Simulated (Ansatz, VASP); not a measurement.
**Two plane-wave programs on SnO**

```
Sn O
1.0
     3.80724    0.00000    0.00000
     0.00000    3.80724    0.00000
     0.00000    0.00000    4.93608
Sn O
2 2
Cartesian
  0.0000 1.9036 1.1473
  1.9036 0.0000 3.7888
  0.0000 0.0000 0.0000
  1.9036 1.9036 0.0000
```

Alike in both runs: task single point; functional r2SCAN; k mesh 10 × 10 × 8; occupations gaussian, width 0.025 eV; no spin polarisation.

|  | VASP | Ansatz |
| --- | --- | --- |
| version | VASP 6.6.1 | Ansatz 0.2.0 |
| potentials or method | VASP PAW PBE potentials, release 64 (Sn_d, O), cutoff 520 eV | scalar-relativistic, plane waves, PAW |
| valence electrons in the cell | 40 | 40 |

Ansatz gave:

* gap on the k mesh at the Fermi level (eV): 0.36
* pressure (GPa): 0.0
* traceless stress, the component that is largest in VASP (GPa): -0.01
* rms of the force components (eV/Å): 0.000

Question: What did VASP give for the same quantities?

Answer: gap on the k mesh at the Fermi level (eV): 0.37; pressure (GPa): 0.6; traceless stress, the component that is largest in VASP (GPa): -0.06; rms of the force components (eV/Å): 0.059.

VASP's potentials were made for PBE, not for r2SCAN. Atom by atom the forces differ by 0.059 eV/Å (rms over components).
